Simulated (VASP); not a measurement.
The system is As.

```
As
1.0
     4.35947    0.00000    0.00000
    -2.17973    3.77541    0.00000
     0.00000    0.00000    5.70737
As
4
Direct
  0.00000 0.00000 0.25000
  0.00000 0.00000 0.75000
  0.33333 0.66667 0.75000
  0.66667 0.33333 0.25000
```

- Program: VASP 6.6.1
- Task: relaxation of cell and atoms
- Functional: PBEsol
- Potentials or basis: VASP PAW PBE potentials, release 64 (As)
- Cutoff: 600 eV
- k mesh: 6 × 6 × 4
- Occupations: gaussian, width 0.1 eV
- Spin: no spin polarisation

At the start: pressure -0.3 GPa; volume 23.48 Å³/atom.

Q: How do energy, volume and symmetry change on relaxing?

A: Over 7 steps the energy falls by 12.2 meV/atom and the volume is 22.68 Å³/atom (-3.4 %); space group P6_3/mmc (No. 194, to 0.05 Å).

The path:
```
step  energy change (eV)  largest force (eV/Å)  pressure (GPa)  volume (Å³)
   1              0.0000                0.0000           -0.26        93.94
   2             -0.0276                0.0000           -0.77        93.39
   3             -0.0401                0.0000           -1.16        92.85
   4             -0.0412                0.0000           -1.27        92.58
   5             -0.0408                0.0000            0.97        89.11
   6             -0.0474                0.0000           -0.21        90.83
   7             -0.0486                0.0000            0.04        90.73
```

Final structure:
```
As
1.0
     4.39931    0.00000    0.00000
    -2.19965    3.80991    0.00000
     0.00000    0.00000    5.41335
As
4
Direct
  0.00000 0.00000 0.25000
  0.00000 0.00000 0.75000
  0.33333 0.66667 0.75000
  0.66667 0.33333 0.25000
```

Caveat: the PAW data sets were made with another functional, which shifts forces and pressure a little.
